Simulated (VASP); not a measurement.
The system is W.

```
CELL_PARAMETERS angstrom
-1.58234 1.58234 1.58234
1.58234 -1.58234 1.58234
1.58234 1.58234 -1.58234
ATOMIC_POSITIONS crystal
W 0.00000 0.00000 0.00000
```

| Quantity | Value |
| --- | --- |
| Program | VASP 6.6.1 |
| Task | relaxation of cell and atoms |
| Functional | revPBE |
| Potentials or basis | VASP PAW PBE potentials, release 64 (W_sv) |
| Cutoff | 600 eV |
| k mesh | 14 × 14 × 14 |
| Occupations | fermi-dirac, width 0.1 eV |
| Spin | no spin polarisation |

At the start: pressure 9.2 GPa; volume 15.85 Å³/atom.

**Question.** Where does the relaxation end?

**Answer.** Over 4 steps the energy falls by 13.1 meV/atom and the volume is 16.32 Å³/atom (+3.0 %); space group Im-3m (No. 229, to 0.05 Å).

The path:
| step | energy change (eV) | largest force (eV/Å) | pressure (GPa) | volume (Å³) |
| --- | --- | --- | --- | --- |
| 1 | 0.0000 | 0.0000 | 9.20 | 15.85 |
| 2 | 0.1268 | 0.0000 | -24.00 | 18.03 |
| 3 | -0.0131 | 0.0000 | -0.36 | 16.34 |
| 4 | -0.0131 | 0.0000 | -0.02 | 16.32 |

Final structure:
```cif
data_structure
_symmetry_space_group_name_H-M 'P 1'
_symmetry_Int_Tables_number 1
_cell_length_a 2.7675
_cell_length_b 2.7675
_cell_length_c 2.7675
_cell_angle_alpha 109.471
_cell_angle_beta 109.471
_cell_angle_gamma 109.471
_cell_volume 16.32
loop_
_atom_site_label
_atom_site_type_symbol
_atom_site_fract_x
_atom_site_fract_y
_atom_site_fract_z
_atom_site_occupancy
W1 W 0.00000 0.00000 0.00000 1
```

Caveat: the PAW data sets were made with another functional, which shifts forces and pressure a little.
